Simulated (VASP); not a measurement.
# NaH4 (C2) in VASP: relaxation of cell and atoms with PBE

Aim: the relaxation of cell and atoms of NaH4 with PBE.

All numbers are computed with VASP 6.6.1; they aren't measurements. Logs are shortened: lines on timing, memory, paths and dates and some standing lists are left out, and cuts for length are marked.

### Step 1. The cell of the first run

The typed cell holds 5 atoms: a = 4.803 Å, b = 4.803 Å, c = 3.512 Å, α = 106.21°, β = 106.21°, γ = 126.31°.

The cell was generated, and may not be a known phase.

### Step 2. Relaxation of cell and atoms, PBE

INCAR reads:

```
PREC = Accurate ; ENCUT = 600
EDIFF = 1E-7 ; ISMEAR = 0
SIGMA = 0.1 ; LREAL = F
LASPH = T ; NELM = 60
ALGO = Normal ; ISIF = 3
LWAVE = F ; LCHARG = F
GGA = PE ; IBRION = 2
NSW = 100 ; EDIFFG = -0.01
```

KPOINTS reads:

```
Automatic mesh
0
Gamma
  12 12 14
```

POSCAR reads:

```
NaH4
1.0
    2.1224691175     -4.2856914965     -0.4461878526
    2.1224691175      4.2856914965     -0.4461878526
   -1.5563721840      0.0000000000      3.1482604321
Na H
1 4
Direct
    0.9205625521      0.0794374479      0.5000000000
    0.6452782549      0.3547217451      0.5000000000
    0.4206722312      0.0794137115      0.5000387331
    0.9205862885      0.5793277688      0.4999612669
    0.1958904932      0.8041095068      0.5000000000
```

Potentials or basis: VASP PAW PBE potentials, release 64 (Na_pv, H).

Run with:

```sh
> cat potpaw_PBE.64/Na_pv/POTCAR potpaw_PBE.64/H/POTCAR > POTCAR
> mpirun -np 1 vasp_std > vasp.out
```

OUTCAR:

```text
PREC = Accurate
   ENCUT = 600
   EDIFF = 1E-7
   ISMEAR = 0
   LREAL = F
   LASPH = T
   NELM = 60
   ISIF = 3
   GGA = PE
   IBRION = 2
   NSW = 100
   EDIFFG = -0.01

 ion  position               nearest neighbor table
   1  0.921  0.079  0.500-
   2  0.645  0.355  0.500-
   3  0.421  0.079  0.500-
   4  0.921  0.579  0.500-
   5  0.196  0.804  0.500-

  Warning from LATTYP: Got some problem with cell dimensions!
  Tried to take original basis but could not verify dimensions!
  LATTYP: Found a base centered monoclinic cell.
 ALAT       =     4.3377223307
 B/A-ratio  =     1.9760100669
 C/A-ratio  =     0.8090918615
 COS(beta)  =    -0.6174370248

  Lattice vectors:

 A1 = (  -2.1224691175,   4.2856914965,   0.4461878526)
 A2 = (  -2.1224691175,  -4.2856914965,   0.4461878526)
 A3 = (   2.6885660510,   0.0000000000,   2.2558847269)

Analysis of symmetry for initial positions (statically):
=====================================================================
 Subroutine PRICEL returns:
 Original cell was already a primitive cell.

 Routine SETGRP: Setting up the symmetry group for a
 base centered monoclinic supercell.

 Subroutine GETGRP returns: Found  2 space group operations
 (whereof  2 operations were pure point group operations)
 out of a pool of  4 trial point group operations.

The static configuration has the point symmetry C_2 .

Analysis of symmetry for dynamics (positions and initial velocities):
=====================================================================
 Subroutine PRICEL returns:
 Original cell was already a primitive cell.

 Routine SETGRP: Setting up the symmetry group for a
 base centered monoclinic supercell.

 Subroutine GETGRP returns: Found  2 space group operations
 (whereof  2 operations were pure point group operations)
 out of a pool of  4 trial point group operations.

The dynamic configuration has the point symmetry C_2 .

 Subroutine INISYM returns: Found  2 space group operations
 (whereof  2 operations are pure point group operations),
 and found     1 'primitive' translations

----------------------------------------------------------------------------------------

                                     Primitive cell

  volume of cell :      51.3225

  direct lattice vectors                    reciprocal lattice vectors
     2.122469118 -4.285691497 -0.446187853     0.262896112 -0.116667287  0.129965168
     2.122469118  4.285691497 -0.446187853     0.262896112  0.116667287  0.129965168
    -1.556372184  0.000000000  3.148260432     0.074518010  0.000000000  0.354474410

  length of vectors
     4.803239569  4.803239569  3.511956452     0.315620922  0.315620922  0.362222364

  position of ions in fractional coordinates (direct lattice)
     0.920562552  0.079437448  0.500000000
     0.645278255  0.354721745  0.500000000
     0.420672231  0.079413712  0.500038733
     0.920586288  0.579327769  0.499961267
     0.195890493  0.804109507  0.500000000

  ion indices of the primitive-cell ions
   primitive index   ion index
                 1           1
                 2           2
                 3           3
                 4           4
                 5           5

----------------------------------------------------------------------------------------

 KPOINTS: Automatic mesh

Automatic generation of k-mesh.
 Grid dimensions read from file:
 generate k-points for:   12   12   14

 Generating k-lattice:

  Cartesian coordinates                     Fractional coordinates (reciprocal lattice)
     0.021908009 -0.009722274  0.010830431     0.083333333  0.000000000  0.000000000
     0.021908009  0.009722274  0.010830431     0.000000000  0.083333333  0.000000000
     0.005322715  0.000000000  0.025319601     0.000000000  0.000000000  0.071428571

  Length of vectors
     0.026301744  0.026301744  0.025873026

  Shift w.r.t. Gamma in fractional coordinates (k-lattice)
     0.000000000  0.000000000  0.000000000

 Subroutine IBZKPT returns following result:
 ===========================================

 Found    554 irreducible k-points:

 Following reciprocal coordinates:
            Coordinates               Weight
  0.000000  0.000000  0.000000      1.000000
  0.083333  0.000000  0.000000      4.000000
  0.166667  0.000000 -0.000000      4.000000
  0.250000 -0.000000  0.000000      4.000000
  0.333333 -0.000000  0.000000      4.000000
  0.416667  0.000000  0.000000      4.000000
[... 16 lines left out ...]
  0.500000  0.166667  0.000000      4.000000
 -0.416667  0.166667  0.000000      4.000000
 [... further k-points ...]
   k-points           NKPTS =    554   k-points in BZ     NKDIM =    554   number of bands    NBANDS=      9
   number of dos      NEDOS =    301   number of ions     NIONS =      5
   total plane-waves  NPLWV =  44800
   dimension x,y,z NGX =    40 NGY =   40 NGZ =   28
   dimension x,y,z NGXF=    80 NGYF=   80 NGZF=   56
   ions per type =               1   4
   NGX,Y,Z   is equivalent  to a cutoff of  13.84, 13.84, 13.25 a.u.
   NGXF,Y,Z  is equivalent  to a cutoff of  27.69, 27.69, 26.51 a.u.
 SYSTEM =  unknown system
   PREC   = accura    normal or accurate (medium, high low for compatibility)
   ISTART =      0    job   : 0-new  1-cont  2-samecut
   ICHARG =      2    charge: 1-file 2-atom 10-const
   ISPIN  =      1    spin polarized calculation?
   LNONCOLLINEAR =      F non collinear calculations
   LSORBIT =      F    spin-orbit coupling
   LASPH  =      T    aspherical Exc in radial PAW
   ENCUT  =  600.0 eV  44.10 Ry    6.64 a.u.   9.59  9.59  7.01*2*pi/ulx,y,z
   NELM   =     60;   NELMIN=  2; NELMDL= -5     # of ELM steps
   EDIFF  = 0.1E-06   stopping-criterion for ELM
   LREAL  =      F    real-space projection
   EDIFFG = -.1E-01   stopping-criterion for IOM
   NSW    =    100    number of steps for IOM
   IBRION =      2    ionic relax: 0-MD 1-quasi-New 2-CG
   NFREE  =      1    steps in history (QN), initial steepest desc. (CG)
   ISIF   =      3    stress and relaxation
   ISYM   =      2    0-nonsym 1-usesym 2-fastsym
   POTIM  = 0.5000    time-step for ionic-motion
   TEBEG  =    0.0;   TEEND  =   0.0 temperature during run
   PSTRESS=    0.0 pullay stress
   NELECT =      11.0000    total number of electrons
   NUPDOWN=      -1.0000    fix difference up-down
   EMIN   =  10.00;   EMAX   =-10.00  energy-range for DOS
   EFERMI =   0.00;   METHOD = LEGACY
   ISMEAR =     0;   SIGMA  =   0.10  broadening in eV -4-tet -1-fermi 0-gaus
   EFERMI_NEDOS =   21; number of points for ismear=-14 and -15
   IALGO  =     38    algorithm
   IMIX   =      4    mixing-type and parameters
     AMIX     =   0.40;   BMIX     =  1.00
     AMIX_MAG =   1.60;   BMIX_MAG =  1.00
  volume/ion in A,a.u.               =      10.26        69.27
  Fermi-wavevector in a.u.,A,eV,Ry     =   0.979723  1.851408 13.059647  0.959857
  Thomas-Fermi vector in A             =   2.110598
   LORBIT       =      0    0 simple, 1 ext, 2 COOP (PROOUT), +10 PAW based schemes
   GGA     = PE    functional components
   LHFCALC =     F    Hartree Fock is set to
   AEXX    =    0.0000 exact exchange contribution
   IVDW    =     0    specifies the selected vdW correction
   LEPSILON=     F    determine dielectric tensor
   LRPA    =     F    only Hartree local field effects (RPA)
 conjugate gradient relaxation of ions
 non-spin polarized calculation
 Gauss-broadening in eV      SIGMA  =   0.10
  energy-cutoff  :      600.00
  volume of cell :       51.32
 maximum number of plane-waves:      1735
   NGX = 19   NGY = 19   NGZ = 13

--------------------------------------- Ionic step        1  -------------------------------------------

 number of electron      10.9999998 magnetization

 Free energy of the ion-electron system (eV)
  ---------------------------------------------------
  ext. energy  EPLUGINS =         0.00000000
  ---------------------------------------------------
  free energy    TOTEN  =       -13.21070531 eV

  energy without entropy =      -13.20653278  energy(sigma->0) =      -13.20861904

------------------------ aborting loop because EDIFF is reached ----------------------------------------

  FORCE on cell =-STRESS in cart. coord.  units (eV):
  Direction    XX          YY          ZZ          XY          YZ          ZX
  --------------------------------------------------------------------------------------
  -------------------------------------------------------------------------------------
  Total        0.0928723     -0.0909071     -0.0293567      0.0000000      0.0000000     -0.0188939
  in kB        2.8992762     -2.8379267     -0.9164532      0.0000000      0.0000000     -0.5898277
  external PRESSURE =      -0.2850346 kB  Pullay stress =       0.0000000 kB
[... 98 lines left out ...]
  FREE ENERGIE OF THE ION-ELECTRON SYSTEM (eV)
  ---------------------------------------------------
  free  energy   TOTEN  =       -13.2113939757 eV

  energy  without entropy=      -13.2072003497  energy(sigma->0) =      -13.20929716

[... ionic steps 4 to 24 ...]

--------------------------------------- Ionic step       25  -------------------------------------------

 number of electron      11.0000001 magnetization

------------------------ aborting loop because EDIFF is reached ----------------------------------------

  FORCE on cell =-STRESS in cart. coord.  units (eV):
  Direction    XX          YY          ZZ          XY          YZ          ZX
  --------------------------------------------------------------------------------------
  -------------------------------------------------------------------------------------
  Total        0.0532373      0.0319369     -0.0081327      0.0000000      0.0000000     -0.0143209
  in kB        1.8354951      1.1011091     -0.2803952      0.0000000      0.0000000     -0.4937514
  external PRESSURE =       0.8854030 kB  Pullay stress =       0.0000000 kB
[... 63 lines left out ...]
  energy  without entropy=      -13.2236767188  energy(sigma->0) =      -13.22499488

--------------------------------------- Ionic step       27  -------------------------------------------

 number of electron      11.0000001 magnetization

 Free energy of the ion-electron system (eV)
  ---------------------------------------------------
  ext. energy  EPLUGINS =         0.00000000
  ---------------------------------------------------
  free energy    TOTEN  =       -13.22640258 eV

  energy without entropy =      -13.22390260  energy(sigma->0) =      -13.22515259

 E-fermi :   1.4684     XC(G=0):  -7.6503

 val. band max:        1.4670602794   @ k =  -0.4167   0.0833   0.2143
 cond. band min:       1.4792083518   @ k =  -0.3333   0.0833   0.2143
 fundamental gap:      0.0121480725
 Fermi energy:         1.4684284616

 k-point     1 :       0.0000    0.0000    0.0000
  band No.  band energies     occupation
      1     -24.2476      2.00000
      2     -24.2142      2.00000
      3     -24.2012      2.00000
      4      -9.1236      2.00000
      5      -0.1448      2.00000
      6       0.1352      2.00000
      7       2.9483      0.00000
      8       5.8862      0.00000
      9      10.9718      0.00000
[... 265 lines left out ...]
 k-point    24 :      -0.4167    0.1667    0.0000
  band No.  band energies     occupation
      1     -24.2621      2.00000
      2     -24.2209      2.00000
      3     -24.2057      2.00000
      4      -8.1861      2.00000
      5      -3.4927      2.00000
      6       0.9408      2.00000
      7       4.2803      0.00000
      8       6.6682      0.00000
      9       9.1249      0.00000

 [... further k-points ...]

------------------------ aborting loop because EDIFF is reached ----------------------------------------

  FORCE on cell =-STRESS in cart. coord.  units (eV):
  Direction    XX          YY          ZZ          XY          YZ          ZX
  --------------------------------------------------------------------------------------
  -------------------------------------------------------------------------------------
  Total        0.0031857     -0.0158312     -0.0084494      0.0000000      0.0000000     -0.0024137
  in kB        0.1101136     -0.5472087     -0.2920558      0.0000000      0.0000000     -0.0834287
  external PRESSURE =      -0.2430503 kB  Pullay stress =       0.0000000 kB
[... 20 lines left out ...]
  FREE ENERGIE OF THE ION-ELECTRON SYSTEM (eV)
  ---------------------------------------------------
  free  energy   TOTEN  =       -13.2264025844 eV

  energy  without entropy=      -13.2239026041  energy(sigma->0) =      -13.22515259

 reached required accuracy - stopping structural energy minimisation
```

Run time: 86 min. Hardware: 1 thread of Intel Xeon 8259CL, shared host; peak memory 0.49 GiB.

What came out:

- Free energy: -13.2264 eV
- Relaxed volume: 9.27 Å³/atom
- Relaxed cell: a = 4.543 Å, b = 4.543 Å, c = 3.443 Å, α = 108.36°, β = 108.36°, γ = 121.46°
- Space group after relaxing (to 0.1 Å): Fmmm (No. 69)
- Energy gained by relaxing: 3.1 meV/atom
- Ionic steps: 27
- Pressure after relaxing: 0.0 GPa
- Largest force after relaxing: 0.005 eV/Å
- Band gap on the k mesh: zero (an odd number of electrons rules out a gap without spin polarisation)

Forces in eV/Å, atoms in the order of the input:
```
Na   0.000  0.000  0.000
H    0.000 -0.005  0.000
H    0.003  0.002 -0.001
H   -0.003  0.002  0.001
H    0.000  0.001  0.000
```

Step by step:
| step | energy change (eV) | largest force (eV/Å) | pressure (GPa) | volume (Å³) |
| --- | --- | --- | --- | --- |
| 1 | 0.0000 | 0.0033 | -0.03 | 51.32 |
| 2 | -0.0002 | 0.0040 | -0.05 | 51.31 |
| 3 | -0.0007 | 0.0070 | -0.11 | 51.27 |
| 4 | -0.0016 | 0.0149 | -0.23 | 51.18 |
| 5 | -0.0031 | 0.0256 | -0.46 | 51.00 |
| 6 | -0.0015 | 0.0402 | -0.88 | 50.61 |
| 7 | -0.0034 | 0.0291 | -0.56 | 50.93 |
| 8 | -0.0035 | 0.0303 | -0.55 | 50.88 |
| 9 | -0.0040 | 0.0339 | -0.54 | 50.73 |
| 10 | -0.0048 | 0.0411 | -0.51 | 50.43 |
| 11 | -0.0055 | 0.0554 | -0.45 | 49.84 |
| 12 | -0.0062 | 0.0589 | -0.35 | 49.65 |
| 13 | -0.0077 | 0.0725 | -0.05 | 49.07 |
| 14 | -0.0073 | 0.1197 | 0.58 | 47.94 |
| 15 | -0.0081 | 0.0914 | 0.19 | 48.61 |
| 16 | -0.0091 | 0.0891 | 0.18 | 48.48 |
| 17 | -0.0117 | 0.0729 | 0.16 | 48.06 |
| 18 | -0.0139 | 0.0196 | 0.13 | 47.24 |
| 19 | -0.0146 | 0.0022 | -0.09 | 47.34 |
| 20 | -0.0147 | 0.0060 | -0.19 | 47.38 |
| 21 | -0.0151 | 0.0051 | -0.15 | 47.20 |
| 22 | -0.0153 | 0.0162 | -0.07 | 46.92 |
| 23 | -0.0153 | 0.0180 | -0.05 | 46.88 |
| 24 | -0.0154 | 0.0151 | -0.01 | 46.75 |
| 25 | -0.0155 | 0.0197 | 0.09 | 46.47 |
| 26 | -0.0156 | 0.0150 | 0.05 | 46.44 |
| 27 | -0.0157 | 0.0046 | -0.02 | 46.35 |

Final structure:
```
CELL_PARAMETERS angstrom
2.17388 -3.96278 -0.45542
2.17388 3.96278 -0.45542
-1.63174 0.00000 3.03218
ATOMIC_POSITIONS crystal
Na 0.92060 0.07940 0.50000
H 0.63187 0.36813 0.50000
H 0.42050 0.07918 0.50000
H 0.92082 0.57950 0.50000
H 0.20919 0.79081 0.50000
```

Levels at points of the mesh, in eV from the Fermi level:
```csv
k point,band 3,band 4,band 5,band 6,band 7,band 8,band 9
"(0.00, 0.00, 0.00)",-25.67,-10.59,-1.61,-1.33,1.48,4.42,9.50
"(0.50, 0.00, 0.00)",-25.67,-7.81,-7.76,1.99,2.15,6.09,6.15
"(0.50, 0.50, 0.00)",-25.68,-10.14,-3.18,-1.40,0.08,7.33,8.18
"(0.00, 0.00, 0.50)",-25.66,-8.72,-3.01,-2.89,0.57,4.98,5.15
"(0.50, 0.00, 0.50)",-25.67,-7.81,-7.76,2.00,2.16,6.09,6.14
"(0.50, 0.50, 0.50)",-25.67,-8.44,-3.42,-3.22,2.20,3.49,3.70
```
